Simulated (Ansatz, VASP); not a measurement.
# Mo: VASP beside Ansatz

```
Mo
1.0
    -1.58022    1.58022   -1.58022
    -1.58022   -1.58022    1.58022
     0.00000    6.10875    6.10875
Mo
4
Direct
  0.00000 0.00000 0.90539
  0.50000 0.50000 0.12934
  0.00000 0.00000 0.38802
  0.50000 0.50000 0.64670
```

Alike in both runs: task single point; functional PBE; k mesh 23 × 23 × 7; occupations gaussian, width 0.15 eV; no spin polarisation.

|  | VASP | Ansatz |
| --- | --- | --- |
| version | VASP 6.6.1 | Ansatz 0.2.0 |
| potentials or method | VASP PAW PBE potentials, release 64 (Mo_sv), cutoff 520 eV | scalar-relativistic, plane waves, PAW |
| valence electrons in the cell | 56 | 56 |

Ansatz gave:

```
gap on the k mesh at the Fermi level (eV)                     : none
pressure (GPa)                                                : 12.1
traceless stress, the component that is largest in VASP (GPa) : 4.35
rms of the force components (eV/Å)                            : 1.163
```

Problem. Estimate VASP's values.

Solution. gap on the k mesh at the Fermi level (eV): none; pressure (GPa): 12.8; traceless stress, the component that is largest in VASP (GPa): 4.41; rms of the force components (eV/Å): 1.180.

Atom by atom the forces differ by 0.017 eV/Å (rms over components). A gap of «none» marks a metal or a gap that the smearing closes. With one functional, cell and mesh, what is left measures potentials, basis and numerics.
